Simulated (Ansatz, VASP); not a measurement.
GeIrRu3 in VASP and in Ansatz

```
Ge Ru Ir
1.0
     5.16840    0.00000    0.00000
    -2.58420    4.47596    0.00000
     0.00000    0.00000    4.68515
Ge Ru Ir
1 3 1
Direct
  0.00000 0.00000 0.50000
  0.50000 0.00000 0.00000
  0.00000 0.50000 0.00000
  0.50000 0.50000 0.00000
  0.00000 0.00000 0.00000
```

Alike in both runs: functional PBE; k mesh 6 × 6 × 4; occupations gaussian, width 0.1 eV; no spin polarisation.

Ansatz relaxed the structure, and its values are those at the end. VASP's run is a single point on that final structure, the one shown.

|  | VASP | Ansatz |
| --- | --- | --- |
| version | VASP 6.6.1 | Ansatz 0.2.0 |
| potentials or method | VASP PAW PBE potentials, release 64 (Ge_d, Ru_pv, Ir), cutoff 520 eV | scalar-relativistic, plane waves, PAW |
| valence electrons in the cell | 65 | 79 |

|  | VASP | Ansatz | Ansatz less VASP |
| --- | --- | --- | --- |
| gap on the k mesh at the Fermi level (eV) | none | none | - |
| pressure (GPa) | 0.0 | 0.0 | -0.05 |

A gap of «none» marks a metal or a gap that the smearing closes. With one functional, cell and mesh, what is left measures potentials, basis and numerics. VASP's potentials hold 65 valence electrons a cell and Ansatz's 79, so a difference there can come from the potentials and not from the codes.

Neither program's run includes spin-orbit coupling.
